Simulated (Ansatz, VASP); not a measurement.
## One calculation of Ta, two programs

```
Ta
1.0
     2.87529    0.00000    0.00000
    -0.95843    2.71085    0.00000
     0.00000    0.00000   20.69530
Ta
3
Direct
  0.00000 0.00000 0.39040
  0.50000 0.50000 0.50000
  0.00000 0.00000 0.60960
```

Alike in both runs: functional PBE; k mesh 13 × 13 × 1; occupations fermi-dirac, width 0.1 eV; no spin polarisation.

Ansatz relaxed the structure, and its values are those at the end. VASP's run is a single point on that final structure, the one shown.

```csv
,VASP,Ansatz
version,VASP 6.6.1,Ansatz 0.2.0
potentials or method,"VASP PAW PBE potentials, release 64 (Ta_pv), cutoff 400 eV","all-electron LAPW, scalar-relativistic"
```

VASP gave:

- rms of the force components (eV/Å): 0.002

Problem. Estimate Ansatz's values.

Solution. rms of the force components (eV/Å): 0.003.

Ansatz ran all-electron here, and VASP with PAW potentials.

Spin-orbit coupling is off throughout.
